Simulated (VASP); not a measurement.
AlN, 4 atoms in the cell. It takes space group P6_3mc (No. 186, hexagonal). Conventional cell: a = 3.107 Å, b = 3.107 Å, c = 5.377 Å, α = 90.00°, β = 90.00°, γ = 120.00°. Al (site symmetry 3m) has 4 N at 1.90 to 2.05 Å within 2.5 Å. N (site symmetry 3m) has 4 Al at 1.90 to 2.05 Å within 2.5 Å.  This cell differs from its parent crystal: strain +0.000 along x and y, +0.080 along z.

```yaml
Program: VASP 6.6.1
Task: single point
Functional: r2SCAN
Potentials_or_basis: VASP PAW PBE potentials, release 64 (Al, N)
Cutoff: 520 eV
k_mesh: 12 × 12 × 6
Occupations: gaussian, width 0.05 eV
Spin: no spin polarisation
Dipole_correction: no
Further_INCAR_settings: ALGO = Normal; EDIFF = 1e-06; NBANDS = 16
```

Potentials or basis: VASP PAW PBE potentials, release 64 (Al, N).

Run with:

```console
$ cat potpaw_PBE.64/Al/POTCAR potpaw_PBE.64/N/POTCAR > POTCAR
$ cp INCAR.step1 INCAR
$ mpirun -np 1 vasp_std > vasp.out
$ cp INCAR.step2 INCAR
$ mpirun -np 1 vasp_std > vasp.out
```

Hardware: 1 thread of AMD EPYC 9R45 96-Core Processor (Zen 5) (shared host).

Q: Estimate the wall time of this run.

A: Run time: 76 s on 1 thread of AMD EPYC 9R45 96-Core Processor (Zen 5), with other jobs on the host, peak memory 0.16 GiB. Counts: k points 76.
